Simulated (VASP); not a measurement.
# Na (C2/c) in VASP: single point with BLYP

Aim: the single point of Na with BLYP.

Everything below comes from runs of VASP 6.6.1. Logs are shortened: lines on timing, memory, paths and dates and some standing lists are left out, and cuts for length are marked.

## 1. The cell of the first run

It takes space group C2/c (No. 15, monoclinic). Conventional cell: a = 3.654 Å, b = 12.547 Å, c = 3.736 Å, α = 90.00°, β = 118.95°, γ = 90.00°. Within 4.8 Å of Na (site symmetry 2) lie 14 Na at 3.65 to 4.48 Å.

## 2. Single point, BLYP

Input file INCAR:

```
SYSTEM = Na
PREC     = Accurate       ! precision mode
ENCUT    = 520            ! plane-wave cutoff, eV
EDIFF    = 1E-6           ! SCF threshold, eV
ISMEAR   = -1             ! smearing method
SIGMA    = 0.1            ! smearing width, eV
LREAL    = .FALSE.        ! projectors in reciprocal space
LASPH    = .TRUE.         ! aspherical terms in the spheres
NELM     = 60             ! most SCF steps
ALGO     = Normal         ! electronic algorithm
ISIF     = 2              ! what is computed and relaxed
LWAVE    = .FALSE.        ! write WAVECAR
LCHARG   = .FALSE.        ! write CHGCAR
GGA      = B5             ! functional
ALDAX    = 1.0          
AGGAX    = 1.0          
AGGAC    = 1.0          
ALDAC    = 0.0          
NBANDS   = 14             ! bands
ISYM     = 0
```

Input file KPOINTS:

```
regular mesh
0
G
  10 10 7
  0 0 0
```

Input file POSCAR:

```
Na
1.0
   -4.4331571916      4.4392521385      1.8268816197
    4.4392521385     -4.4331571916      1.8268816197
    2.3084063853      2.3084063853     -1.8157187133
Na
2
Direct
    0.0001392635      0.9998607365      1.0000000000
    0.7498607365      0.2501392635      0.5000000000
```

Potentials or basis: VASP PAW PBE potentials, release 64 (Na_pv).

The run is started by

```
cat potpaw_PBE.64/Na_pv/POTCAR > POTCAR
mpirun -np 1 vasp_std > vasp.out
```

OUTCAR:

```text
SYSTEM = Na
   PREC = Accurate
   ENCUT = 520
   EDIFF = 1E-6
   ISMEAR = -1
   LREAL = .FALSE.
   LASPH = .TRUE.
   NELM = 60
   ISIF = 2
   GGA = B5
   ISYM = 0

 ion  position               nearest neighbor table
   1  0.000  1.000  0.000-
   2  0.750  0.250  0.500-

IMPORTANT INFORMATION: All symmetrisations will be switched off!
NOSYMM: (Re-)initialisation of all symmetry stuff for point group C_1.

----------------------------------------------------------------------------------------

                                     Primitive cell

  volume of cell :      74.9314

  direct lattice vectors                    reciprocal lattice vectors
    -4.433157192  4.439252138  1.826881620     0.051142546  0.163851503  0.273331783
     4.439252138 -4.433157192  1.826881620     0.163851503  0.051142546  0.273331783
     2.308406385  2.308406385 -1.815718713     0.216315816  0.216315816 -0.000721685

  length of vectors
     6.534320063  6.534320063  3.735547420     0.322758639  0.322758639  0.305917612

  position of ions in fractional coordinates (direct lattice)
     0.000139264  0.999860736  0.000000000
     0.749860736  0.250139264  0.500000000

  ion indices of the primitive-cell ions
   primitive index   ion index
                 1           1
                 2           2

----------------------------------------------------------------------------------------

 KPOINTS: regular mesh

Automatic generation of k-mesh.
 Grid dimensions read from file:
 generate k-points for:   10   10    7

 Generating k-lattice:

  Cartesian coordinates                     Fractional coordinates (reciprocal lattice)
     0.005114255  0.016385150  0.027333178     0.100000000  0.000000000 -0.000000000
     0.016385150  0.005114255  0.027333178     0.000000000  0.100000000 -0.000000000
     0.030902259  0.030902259 -0.000103098    -0.000000000 -0.000000000  0.142857143

  Length of vectors
     0.032275864  0.032275864  0.043702516

  Shift w.r.t. Gamma in fractional coordinates (k-lattice)
     0.000000000  0.000000000  0.000000000

 Subroutine IBZKPT returns following result:
 ===========================================

 Found    352 irreducible k-points:

 Following reciprocal coordinates:
            Coordinates               Weight
  0.000000  0.000000  0.000000      1.000000
  0.100000  0.000000 -0.000000      2.000000
 -0.000000 -0.100000  0.000000      2.000000
  0.200000  0.000000 -0.000000      2.000000
 -0.000000 -0.200000  0.000000      2.000000
  0.300000  0.000000 -0.000000      2.000000
[... 16 lines left out ...]
 -0.300000  0.100000 -0.000000      2.000000
 -0.100000  0.300000  0.000000      2.000000
 [... further k-points ...]
   k-points           NKPTS =    352   k-points in BZ     NKDIM =    352   number of bands    NBANDS=     14
   number of dos      NEDOS =    301   number of ions     NIONS =      2
   total plane-waves  NPLWV =  70000
   dimension x,y,z NGX =    50 NGY =   50 NGZ =   28
   dimension x,y,z NGXF=   100 NGYF=  100 NGZF=   56
   ions per type =               2
   NGX,Y,Z   is equivalent  to a cutoff of  12.72, 12.72, 12.46 a.u.
   NGXF,Y,Z  is equivalent  to a cutoff of  25.44, 25.44, 24.92 a.u.
 SYSTEM =  Na
   PREC   = accura    normal or accurate (medium, high low for compatibility)
   ISTART =      0    job   : 0-new  1-cont  2-samecut
   ICHARG =      2    charge: 1-file 2-atom 10-const
   ISPIN  =      1    spin polarized calculation?
   LNONCOLLINEAR =      F non collinear calculations
   LSORBIT =      F    spin-orbit coupling
   LASPH  =      T    aspherical Exc in radial PAW
   ENCUT  =  520.0 eV  38.22 Ry    6.18 a.u.  12.15 12.15  6.95*2*pi/ulx,y,z
   NELM   =     60;   NELMIN=  2; NELMDL= -5     # of ELM steps
   EDIFF  = 0.1E-05   stopping-criterion for ELM
   LREAL  =      F    real-space projection
   EDIFFG = 0.1E-04   stopping-criterion for IOM
   NSW    =      0    number of steps for IOM
   IBRION =     -1    ionic relax: 0-MD 1-quasi-New 2-CG
   NFREE  =      0    steps in history (QN), initial steepest desc. (CG)
   ISIF   =      2    stress and relaxation
   ISYM   =      0    0-nonsym 1-usesym 2-fastsym
   POTIM  = 0.5000    time-step for ionic-motion
   TEBEG  =    0.0;   TEEND  =   0.0 temperature during run
   PSTRESS=    0.0 pullay stress
   NELECT =      14.0000    total number of electrons
   NUPDOWN=      -1.0000    fix difference up-down
   EMIN   =  10.00;   EMAX   =-10.00  energy-range for DOS
   EFERMI =   0.00;   METHOD = LEGACY
   ISMEAR =    -1;   SIGMA  =   0.10  broadening in eV -4-tet -1-fermi 0-gaus
   EFERMI_NEDOS =   21; number of points for ismear=-14 and -15
   IALGO  =     38    algorithm
   IMIX   =      4    mixing-type and parameters
     AMIX     =   0.40;   BMIX     =  1.00
     AMIX_MAG =   1.60;   BMIX_MAG =  1.00
  volume/ion in A,a.u.               =      37.47       252.83
  Fermi-wavevector in a.u.,A,eV,Ry     =   0.935900  1.768595 11.917472  0.875909
  Thomas-Fermi vector in A             =   2.062855
   LORBIT       =      0    0 simple, 1 ext, 2 COOP (PROOUT), +10 PAW based schemes
   GGA     = B5    functional components
   LHFCALC =     F    Hartree Fock is set to
   AEXX    =    0.0000 exact exchange contribution
   IVDW    =     0    specifies the selected vdW correction
   LEPSILON=     F    determine dielectric tensor
   LRPA    =     F    only Hartree local field effects (RPA)
 non-spin polarized calculation
  energy-cutoff  :      520.00
  volume of cell :       74.93
 maximum number of plane-waves:      2037
 NGX is ok and might be reduce to    50
   NGX = 25   NGY = 25   NGZ = 13

 number of electron      13.9999981 magnetization

 Free energy of the ion-electron system (eV)
  ---------------------------------------------------
  ext. energy  EPLUGINS =         0.00000000
  ---------------------------------------------------
  free energy    TOTEN  =        -1.87425418 eV

  energy without entropy =       -1.84581401  energy(sigma->0) =       -1.86003409

 E-fermi :   0.7390     XC(G=0):  -6.0972

 val. band max:        0.6909523292   @ k =  -0.2000  -0.4000  -0.1429
 cond. band min:       0.7417247875   @ k =  -0.3000  -0.4000  -0.4286
 fundamental gap:      0.0507724583
 Fermi energy:         0.7390165890

 k-point     1 :       0.0000    0.0000    0.0000
  band No.  band energies     occupation
      1     -24.6271      2.00000
      2     -24.5982      2.00000
      3     -24.5925      2.00000
      4     -24.5923      2.00000
      5     -24.5923      2.00000
      6     -24.5922      2.00000
      7      -2.5511      2.00000
      8       1.1982      0.02007
      9       1.3682      0.00370
     10      10.6505      0.00000
     11      11.0518      0.00000
     12      11.1271      0.00000
     13      11.8373      0.00000
     14      11.8580      0.00000

 k-point     2 :       0.1000    0.0000   -0.0000
  band No.  band energies     occupation
      1     -24.6261      2.00000
      2     -24.5994      2.00000
      3     -24.5953      2.00000
      4     -24.5949      2.00000
      5     -24.5929      2.00000
      6     -24.5923      2.00000
      7      -2.3890      2.00000
      8       1.0515      0.08417
      9       1.8179      0.00004
     10       9.4788      0.00000
     11       9.7334      0.00000
     12      10.0642      0.00000
     13      10.7824      0.00000
     14      11.4904      0.00000

 k-point     3 :      -0.0000   -0.1000    0.0000
  band No.  band energies     occupation
      1     -24.6261      2.00000
      2     -24.5994      2.00000
      3     -24.5953      2.00000
      4     -24.5949      2.00000
      5     -24.5929      2.00000
      6     -24.5923      2.00000
      7      -2.3890      2.00000
      8       1.0515      0.08417
      9       1.8179      0.00004
     10       9.4788      0.00000
     11       9.7334      0.00000
     12      10.0642      0.00000
     13      10.7824      0.00000
     14      11.4904      0.00000

 k-point     4 :       0.2000    0.0000   -0.0000
  band No.  band energies     occupation
      1     -24.6234      2.00000
      2     -24.6048      2.00000
      3     -24.6024      2.00000
      4     -24.5989      2.00000
      5     -24.5948      2.00000
      6     -24.5928      2.00000
      7      -1.9055      2.00000
      8       1.1398      0.03570
      9       2.6321      0.00000
     10       7.1728      0.00000
     11       7.8400      0.00000
     12       9.0515      0.00000
     13       9.9320      0.00000
     14      10.6544      0.00000

 k-point     5 :      -0.0000   -0.2000    0.0000
  band No.  band energies     occupation
      1     -24.6234      2.00000
      2     -24.6048      2.00000
      3     -24.6024      2.00000
      4     -24.5989      2.00000
      5     -24.5948      2.00000
      6     -24.5928      2.00000
      7      -1.9055      2.00000
      8       1.1398      0.03570
      9       2.6321      0.00000
     10       7.1728      0.00000
     11       7.8400      0.00000
     12       9.0515      0.00000
     13       9.9320      0.00000
     14      10.6544      0.00000

 k-point     6 :       0.3000    0.0000   -0.0000
  band No.  band energies     occupation
      1     -24.6206      2.00000
      2     -24.6139      2.00000
      3     -24.6099      2.00000
      4     -24.6016      2.00000
      5     -24.5973      2.00000
      6     -24.5939      2.00000
      7      -1.1092      2.00000
      8       1.5280      0.00075
      9       3.7008      0.00000
     10       5.0383      0.00000
     11       6.0578      0.00000
     12       8.4669      0.00000
     13       9.0824      0.00000
     14      10.1145      0.00000

 k-point     7 :       0.0000   -0.3000    0.0000
  band No.  band energies     occupation
      1     -24.6206      2.00000
      2     -24.6139      2.00000
      3     -24.6099      2.00000
      4     -24.6016      2.00000
      5     -24.5973      2.00000
      6     -24.5939      2.00000
      7      -1.1092      2.00000
      8       1.5280      0.00075
      9       3.7008      0.00000
     10       5.0383      0.00000
     11       6.0578      0.00000
     12       8.4669      0.00000
     13       9.0824      0.00000
     14      10.1145      0.00000
[... 205 lines left out ...]
 k-point    20 :      -0.1000    0.5000    0.0000
  band No.  band energies     occupation
      1     -24.6225      2.00000
      2     -24.6207      2.00000
      3     -24.6110      2.00000
      4     -24.6026      2.00000
      5     -24.6006      2.00000
      6     -24.5959      2.00000
      7       0.1764      1.99282
      8       1.6613      0.00020
      9       2.8599      0.00000
     10       5.0115      0.00000
     11       6.0408      0.00000
     12       7.6212      0.00000
     13       8.2365      0.00000
     14       9.0537      0.00000

 k-point    21 :      -0.4000    0.1000    0.0000
  band No.  band energies     occupation
      1     -24.6189      2.00000
      2     -24.6147      2.00000
      3     -24.6088      2.00000
      4     -24.6011      2.00000
      5     -24.5986      2.00000
      6     -24.5950      2.00000
      7      -0.9550      2.00000
      8       0.9372      0.24235
      9       4.4104      0.00000
     10       4.9693      0.00000
     11       6.5328      0.00000
     12       8.5534      0.00000
     13       8.8178      0.00000
     14       9.7426      0.00000

 k-point    22 :      -0.1000    0.4000    0.0000
  band No.  band energies     occupation
      1     -24.6189      2.00000
      2     -24.6147      2.00000
      3     -24.6088      2.00000
      4     -24.6011      2.00000
      5     -24.5986      2.00000
      6     -24.5950      2.00000
      7      -0.9550      2.00000
      8       0.9372      0.24235
      9       4.4104      0.00000
     10       4.9693      0.00000
     11       6.5328      0.00000
     12       8.5534      0.00000
     13       8.8178      0.00000
     14       9.7426      0.00000

 k-point    23 :      -0.3000    0.1000   -0.0000
  band No.  band energies     occupation
      1     -24.6214      2.00000
      2     -24.6056      2.00000
      3     -24.6016      2.00000
      4     -24.5989      2.00000
      5     -24.5958      2.00000
      6     -24.5939      2.00000
      7      -1.7883      2.00000
      8       0.5075      1.82020
      9       3.4609      0.00000
     10       6.9316      0.00000
     11       8.2518      0.00000
     12       9.1126      0.00000
     13       9.5337      0.00000
     14      10.1543      0.00000

 k-point    24 :      -0.1000    0.3000    0.0000
  band No.  band energies     occupation
      1     -24.6214      2.00000
      2     -24.6056      2.00000
      3     -24.6016      2.00000
      4     -24.5989      2.00000
      5     -24.5958      2.00000
      6     -24.5939      2.00000
      7      -1.7883      2.00000
      8       0.5075      1.82020
      9       3.4609      0.00000
     10       6.9316      0.00000
     11       8.2518      0.00000
     12       9.1126      0.00000
     13       9.5337      0.00000
     14      10.1543      0.00000

 [... further k-points ...]

------------------------ aborting loop because EDIFF is reached ----------------------------------------

  FORCE on cell =-STRESS in cart. coord.  units (eV):
  Direction    XX          YY          ZZ          XY          YZ          ZX
  --------------------------------------------------------------------------------------
  -------------------------------------------------------------------------------------
  Total        0.0029778      0.0029777      0.0080100     -0.0066851      0.0026583      0.0026584
  in kB        0.0636720      0.0636684      0.1712686     -0.1429402      0.0568401      0.0568424
  external PRESSURE =       0.0995363 kB  Pullay stress =       0.0000000 kB

 VOLUME and BASIS-vectors are now :
 -----------------------------------------------------------------------------
  energy-cutoff  :      520.00
  volume of cell :       74.93
      direct lattice vectors                 reciprocal lattice vectors
    -4.433157192  4.439252138  1.826881620     0.051142546  0.163851503  0.273331783
     4.439252138 -4.433157192  1.826881620     0.163851503  0.051142546  0.273331783
     2.308406385  2.308406385 -1.815718713     0.216315816  0.216315816 -0.000721685

 POSITION                                       TOTAL-FORCE (eV/Angst)
 -----------------------------------------------------------------------------------
      4.43802     -4.43192      1.82688        -0.000316      0.000316      0.000000
     -1.05962      3.37412      0.91902         0.000316     -0.000316     -0.000000
 -----------------------------------------------------------------------------------
    total drift:                                0.000000      0.000001     -0.000000

  FREE ENERGIE OF THE ION-ELECTRON SYSTEM (eV)
  ---------------------------------------------------
  free  energy   TOTEN  =        -1.8742541772 eV

  energy  without entropy=       -1.8458140123  energy(sigma->0) =       -1.86003409
```

Wall time 6.6 min (1 thread of Intel Xeon Platinum 8259CL at 2.50GHz (Skylake/Cascade Lake), shared host); peak memory 0.43 GiB.

What came out:

```yaml
Free_energy: -1.8743 eV
Pressure: 0.0 GPa
Band_gap_on_the_k_mesh: zero (bands 7 and 8 overlap by 3.88 eV)
```

Caveat: the PAW data sets were made with another functional, which shifts forces and pressure a little.
